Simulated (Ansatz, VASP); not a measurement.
Ba3Os: VASP beside Ansatz

```
Ba Os
1.0
     4.97901    0.00000    0.00000
     0.00000    4.97901    0.00000
     0.00000    0.00000    4.97901
Ba Os
3 1
Direct
  0.00000 0.50000 0.50000
  0.50000 0.00000 0.50000
  0.50000 0.50000 0.00000
  0.00000 0.00000 0.00000
```

Alike in both runs: task relaxation of cell and atoms; functional PBE; k mesh 10 × 10 × 10; occupations gaussian, width 0.1 eV; no spin polarisation.

|  | VASP | Ansatz |
| --- | --- | --- |
| version | VASP 6.6.1 | Ansatz 0.2.0 |
| potentials or method | VASP PAW PBE potentials, release 64 (Ba_sv, Os), cutoff 600 eV | scalar-relativistic, plane waves, PAW |
| valence electrons in the cell | 38 | 46 |

```csv
,VASP,Ansatz,Ansatz less VASP
"gap on the k mesh at the Fermi level, each at its own relaxed structure (eV)",none,none,-
relaxed volume (Å³/atom),35.24,33.82,-1.418
relaxed length of the cell vector where the two differ most in proportion (Å),5.204,5.134,-0.0708
```

A gap of «none» marks a metal or a gap that the smearing closes. VASP's potentials hold 38 valence electrons a cell and Ansatz's 46, so a difference there can come from the potentials and not from the codes.

Spin-orbit coupling is off throughout.
